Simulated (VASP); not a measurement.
The system is BeSe.

```xyz
2
Lattice="0.0000 2.5810 2.5810 2.5810 0.0000 2.5810 2.5810 2.5810 0.0000" Properties=species:S:1:pos:R:3 pbc="T T T"
Be    0.0000    0.0000    0.0000
Se    1.2905    1.2905    1.2905
```

Base run:

- Program: VASP 6.6.1
- Functional: HSE06
- Potentials or basis: VASP PAW PBE potentials, release 64 (Be, Se)
- Cutoff: 520 eV
- k mesh: 6 × 6 × 6
- Occupations: gaussian, width 0.01 eV
- Spin: no spin polarisation

Its results: band gap on the k mesh 3.50 eV (least direct gap 5.37 eV); pressure -0.8 GPa.

Q: The run is repeated on the same cell with these changes: functional from HSE06 to PBE0. What comes out?

A: Band gap on the k mesh 4.20 eV (least direct gap 6.07 eV); pressure -0.8 GPa.

Caveats: the PAW data sets were made with another functional, which shifts forces and pressure a little.

A k mesh can miss the band edges.
